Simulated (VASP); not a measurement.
# Rh (Fm-3m) in VASP: a series of runs, part 3 of 3

VASP 6.6.1.

**6. Single point, r2SCAN, collinear spin, ferromagnetic start (volume scaled by 1.04)**

POSCAR reads:

```
Rh
1.0
    0.0000000000      1.9251540455      1.9251540455
    1.9251540455      0.0000000000      1.9251540455
    1.9251540455      1.9251540455      0.0000000000
Rh
1
Direct
    0.0000000000      0.0000000000      0.0000000000
```

INCAR.step1 reads:

```
PREC = Accurate ; ENCUT = 520
ISMEAR = -1 ; SIGMA = 0.05
LREAL = F ; LASPH = T
NELM = 150 ; ISPIN = 2
MAGMOM = 1 ; LMAXMIX = 4
NBANDS = 18 ; GGA = PE
ALGO = Normal ; EDIFF = 1E-4
LWAVE = T ; LCHARG = F
```

INCAR.step2 reads:

```
PREC = Accurate ; ENCUT = 520
EDIFF = 1E-6 ; ISMEAR = -1
SIGMA = 0.05 ; LREAL = F
LASPH = T ; NELM = 150
ALGO = Normal ; ISIF = 2
LWAVE = F ; LCHARG = T
ISPIN = 2 ; MAGMOM = 1
LORBIT = 11 ; LMAXMIX = 4
METAGGA = R2SCAN ; LMIXTAU = T
LELF = T ; LVHAR = T
NBANDS = 18 ; ISTART = 1
```

KPOINTS reads:

```
Automatic mesh
0
Gamma
  23 23 23
```

Potentials or basis: VASP PAW PBE potentials, release 64 (Rh_pv).

Launch:

```sh
cat potpaw_PBE.64/Rh_pv/POTCAR > POTCAR
cp INCAR.step1 INCAR
mpirun -np 1 vasp_std > vasp.out
cp INCAR.step2 INCAR
mpirun -np 1 vasp_std > vasp.out
```

OUTCAR:

```text
PREC = Accurate
   ENCUT = 520
   EDIFF = 1E-6
   ISMEAR = -1
   LREAL = F
   LASPH = T
   NELM = 150
   ISIF = 2
   ISPIN = 2
   LORBIT = 11
   METAGGA = R2SCAN
   ISTART = 1

 ion  position               nearest neighbor table
   1  0.000  0.000  0.000-

  LATTYP: Found a face centered cubic cell.
 ALAT       =     3.8503080910

  Lattice vectors:

 A1 = (   0.0000000000,   1.9251540455,   1.9251540455)
 A2 = (   1.9251540455,   0.0000000000,   1.9251540455)
 A3 = (   1.9251540455,   1.9251540455,   0.0000000000)

Analysis of symmetry for initial positions (statically):
=====================================================================
 Subroutine PRICEL returns:
 Original cell was already a primitive cell.

 Routine SETGRP: Setting up the symmetry group for a
 face centered cubic supercell.

 Subroutine GETGRP returns: Found 48 space group operations
 (whereof 48 operations were pure point group operations)
 out of a pool of 48 trial point group operations.

The static configuration has the point symmetry O_h .

Analysis of symmetry for dynamics (positions and initial velocities):
=====================================================================
 Subroutine PRICEL returns:
 Original cell was already a primitive cell.

 Routine SETGRP: Setting up the symmetry group for a
 face centered cubic supercell.

 Subroutine GETGRP returns: Found 48 space group operations
 (whereof 48 operations were pure point group operations)
 out of a pool of 48 trial point group operations.

The dynamic configuration has the point symmetry O_h .

Analysis of structural, dynamic, and magnetic symmetry:
=====================================================================
 Subroutine PRICEL returns:
 Original cell was already a primitive cell.

 Routine SETGRP: Setting up the symmetry group for a
 face centered cubic supercell.

 Subroutine GETGRP returns: Found 48 space group operations
 (whereof 48 operations were pure point group operations)
 out of a pool of 48 trial point group operations.

The overall configuration has the point symmetry O_h .

 Subroutine INISYM returns: Found 48 space group operations
 (whereof 48 operations are pure point group operations),
 and found     1 'primitive' translations

----------------------------------------------------------------------------------------

                                     Primitive cell

  volume of cell :      14.2701

  direct lattice vectors                    reciprocal lattice vectors
     0.000000000  1.925154046  1.925154046    -0.259719476  0.259719476  0.259719476
     1.925154046  0.000000000  1.925154046     0.259719476 -0.259719476  0.259719476
     1.925154046  1.925154046  0.000000000     0.259719476  0.259719476 -0.259719476

  length of vectors
     2.722578961  2.722578961  2.722578961     0.449847328  0.449847328  0.449847328

  position of ions in fractional coordinates (direct lattice)
     0.000000000  0.000000000  0.000000000

  ion indices of the primitive-cell ions
   primitive index   ion index
                 1           1

----------------------------------------------------------------------------------------

 KPOINTS: Automatic mesh

Automatic generation of k-mesh.
[... 45 lines left out ...]
  0.478261  0.043478  0.000000     24.000000
 -0.478261  0.043478  0.000000     24.000000
 [... further k-points ...]
   k-points           NKPTS =    364   k-points in BZ     NKDIM =    364   number of bands    NBANDS=     18
   number of dos      NEDOS =    301   number of ions     NIONS =      1
   total plane-waves  NPLWV =   8000
   dimension x,y,z NGX =    20 NGY =   20 NGZ =   20
   dimension x,y,z NGXF=    40 NGYF=   40 NGZF=   40
   ions per type =               1
   NGX,Y,Z   is equivalent  to a cutoff of  12.21, 12.21, 12.21 a.u.
   NGXF,Y,Z  is equivalent  to a cutoff of  24.42, 24.42, 24.42 a.u.
 SYSTEM =  unknown system
   PREC   = accura    normal or accurate (medium, high low for compatibility)
   ISTART =      1    job   : 0-new  1-cont  2-samecut
   ICHARG =      0    charge: 1-file 2-atom 10-const
   ISPIN  =      2    spin polarized calculation?
   LNONCOLLINEAR =      F non collinear calculations
   LSORBIT =      F    spin-orbit coupling
   LASPH  =      T    aspherical Exc in radial PAW
   ENCUT  =  520.0 eV  38.22 Ry    6.18 a.u.   5.06  5.06  5.06*2*pi/ulx,y,z
   NELM   =    150;   NELMIN=  2; NELMDL=  0     # of ELM steps
   EDIFF  = 0.1E-05   stopping-criterion for ELM
   LREAL  =      F    real-space projection
   EDIFFG = 0.1E-04   stopping-criterion for IOM
   NSW    =      0    number of steps for IOM
   IBRION =     -1    ionic relax: 0-MD 1-quasi-New 2-CG
   NFREE  =      0    steps in history (QN), initial steepest desc. (CG)
   ISIF   =      2    stress and relaxation
   ISYM   =      2    0-nonsym 1-usesym 2-fastsym
   POTIM  = 0.5000    time-step for ionic-motion
   TEBEG  =    0.0;   TEEND  =   0.0 temperature during run
   PSTRESS=    0.0 pullay stress
   NELECT =      15.0000    total number of electrons
   NUPDOWN=      -1.0000    fix difference up-down
   EMIN   =  10.00;   EMAX   =-10.00  energy-range for DOS
   EFERMI =   0.00;   METHOD = LEGACY
   ISMEAR =    -1;   SIGMA  =   0.05  broadening in eV -4-tet -1-fermi 0-gaus
   EFERMI_NEDOS =   21; number of points for ismear=-14 and -15
   IALGO  =     38    algorithm
   IMIX   =      4    mixing-type and parameters
     AMIX     =   0.40;   BMIX     =  1.00
     AMIX_MAG =   1.60;   BMIX_MAG =  1.00
  volume/ion in A,a.u.               =      14.27        96.30
  Fermi-wavevector in a.u.,A,eV,Ry     =   1.664548  3.145540 37.697954  2.770721
  Thomas-Fermi vector in A             =   2.751073
   LORBIT       =     11    0 simple, 1 ext, 2 COOP (PROOUT), +10 PAW based schemes
   METAGGA = R2SCAN    functional components
   LHFCALC =     F    Hartree Fock is set to
   AEXX    =    0.0000 exact exchange contribution
   IVDW    =     0    specifies the selected vdW correction
   LEPSILON=     F    determine dielectric tensor
   LRPA    =     F    only Hartree local field effects (RPA)
 spin polarized calculation
  energy-cutoff  :      520.00
  volume of cell :       14.27
 maximum number of plane-waves:       392
   NGX = 11   NGY = 11   NGZ = 11

 number of electron      14.9999998 magnetization      -0.0002833

 number of electron      14.9999998 magnetization       0.0000064

 Free energy of the ion-electron system (eV)
  ---------------------------------------------------
  ext. energy  EPLUGINS =         0.00000000
  ---------------------------------------------------
  free energy    TOTEN  =       -24.12868318 eV

  energy without entropy =      -24.11815443  energy(sigma->0) =      -24.12341880

 E-fermi :  11.0598     XC(G=0): -14.9257

 val. band max:       11.0546297714   @ k =   0.3913   0.2174   0.0435
 cond. band min:      11.0618908932   @ k =  -0.4783   0.2609   0.1304
 fundamental gap:      0.0072611218
 Fermi energy:        11.0598283134

 spin component 1

 k-point     1 :       0.0000    0.0000    0.0000
  band No.  band energies     occupation
      1     -36.6563      1.00000
      2     -36.6563      1.00000
      3     -36.6563      1.00000
      4       3.1660      1.00000
      5       8.0720      1.00000
      6       8.0720      1.00000
[... 493 lines left out ...]
     17      44.1600      0.00000
     18      50.5733      0.00000

 [... further k-points ...]

 spin component 2

 k-point     1 :       0.0000    0.0000    0.0000
  band No.  band energies     occupation
      1     -36.6563      1.00000
      2     -36.6563      1.00000
      3     -36.6563      1.00000
      4       3.1660      1.00000
      5       8.0720      1.00000
      6       8.0720      1.00000
[... 493 lines left out ...]
     17      44.1600      0.00000
     18      50.5714      0.00000

 [... further k-points ...]
[... 5 lines left out ...]
  --------------------------------------------------------------------------------------
  -------------------------------------------------------------------------------------
  Total       -0.7898796     -0.7898796     -0.7898796     -0.0000000     -0.0000000      0.0000000
  in kB      -88.6839483    -88.6839483    -88.6839483     -0.0000000     -0.0000000      0.0000000
  external PRESSURE =     -88.6839483 kB  Pullay stress =       0.0000000 kB

 VOLUME and BASIS-vectors are now :
 -----------------------------------------------------------------------------
  energy-cutoff  :      520.00
  volume of cell :       14.27
      direct lattice vectors                 reciprocal lattice vectors
     0.000000000  1.925154046  1.925154046    -0.259719476  0.259719476  0.259719476
     1.925154046  0.000000000  1.925154046     0.259719476 -0.259719476  0.259719476
     1.925154046  1.925154046  0.000000000     0.259719476  0.259719476 -0.259719476

 POSITION                                       TOTAL-FORCE (eV/Angst)
 -----------------------------------------------------------------------------------
      0.00000      0.00000      0.00000        -0.000000      0.000000      0.000000
 -----------------------------------------------------------------------------------
    total drift:                               -0.000000     -0.000000     -0.000000

  FREE ENERGIE OF THE ION-ELECTRON SYSTEM (eV)
  ---------------------------------------------------
  free  energy   TOTEN  =       -24.1286831812 eV

  energy  without entropy=      -24.1181544279  energy(sigma->0) =      -24.12341880

 total charge

# of ion       s       p       d       tot
------------------------------------------
    1        0.411   6.275   7.069  13.755

 magnetization (x)

# of ion       s       p       d       tot
------------------------------------------
    1       -0.000  -0.000   0.000   0.000
```

Run time: 8.9 min. Hardware: 1 thread of AMD EPYC 7R13 (Zen 3), shared host; peak memory 0.2 GiB.

What came out:

- Free energy: -24.1287 eV
- Pressure: -8.9 GPa
- Net moment: 0.00 μB per cell
- Valence electrons inside the program's atomic spheres: Rh 13.76

Caveat: the PAW data sets were made with another functional, which shifts forces and pressure a little.

**7. Summary**

```tsv
spin	cell	k mesh	smearing	gap on the mesh (eV)	pressure (GPa)	moment (μB)
off	a = 2.688 Å, angles 60.0°, 1 atom	23 × 23 × 23	fermi-dirac 0.1 eV	none	1.2	-
collinear, ferromagnetic start	a = 2.687 Å, angles 60.0°, 1 atom	14 × 14 × 14	fermi-dirac 0.05 eV	none	1.2	0.00
collinear, ferromagnetic start	a = 2.575 Å, angles 60.0°, 1 atom	23 × 23 × 23	fermi-dirac 0.05 eV	none	52.0	0.00
collinear, ferromagnetic start	a = 2.687 Å, angles 60.0°, 1 atom	23 × 23 × 23	fermi-dirac 0.05 eV	none	1.2	0.00
collinear, ferromagnetic start	a = 2.723 Å, angles 60.0°, 1 atom	23 × 23 × 23	fermi-dirac 0.05 eV	none	-8.9	0.00
```

Alike in all rows: task single point; level r2SCAN; potentials or basis VASP PAW PBE potentials, release 64 (Rh_pv); cutoff (eV) 520.

Every run on the cell as given and a fine mesh finds a metal.

Caveats: the PAW data sets were made with another functional, which shifts forces and pressure a little.

Absolute energies hang on the potentials; compare differences alone.
